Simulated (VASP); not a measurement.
A run of VASP 6.6.1 is set up as follows.

The input INCAR:

```
SYSTEM = Ca2Ag2O
PREC = Accurate ; ENCUT = 520
EDIFF = 1E-6 ; ISMEAR = 0
SIGMA = 0.1 ; LREAL = .FALSE.
LASPH = .TRUE. ; NELM = 100
ALGO = Normal ; ISIF = 2
LWAVE = .FALSE. ; LCHARG = .FALSE.
GGA = PE ; NBANDS = 59
```

File KPOINTS:

```
Automatic mesh
0
G
  4 4 4
  0 0 0
```

POSCAR

```
Ca2Ag2O
1.0
    0.0000000000      5.0503408274      5.0503408274
    5.0503408274      0.0000000000      5.0503408274
    5.0503408274      5.0503408274      0.0000000000
Ca Ag O
4 4 2
Direct
    0.6250000000      0.6250000000      0.6250000000
    0.6250000000      0.6250000000      0.1250000000
    0.6250000000      0.1250000000      0.6250000000
    0.1250000000      0.6250000000      0.6250000000
    0.1250000000      0.1250000000      0.1250000000
    0.1250000000      0.1250000000      0.6250000000
    0.1250000000      0.6250000000      0.1250000000
    0.6250000000      0.1250000000      0.1250000000
    0.2500000000      0.2500000000      0.2500000000
    0.0000000000      0.0000000000      0.0000000000
```

Potentials or basis: VASP PAW PBE potentials, release 64 (Ca_sv, Ag, O).

Command:

```bash
$ cat potpaw_PBE.64/Ca_sv/POTCAR potpaw_PBE.64/Ag/POTCAR potpaw_PBE.64/O/POTCAR > POTCAR
$ mpirun -np 1 vasp_std > vasp.out
```

(1) Predict the band gap on the k mesh.

(2) Predict the pressure.

Answers

(1) zero (bands 48 and 49 overlap by 0.37 eV).

(2) 0.2 GPa.
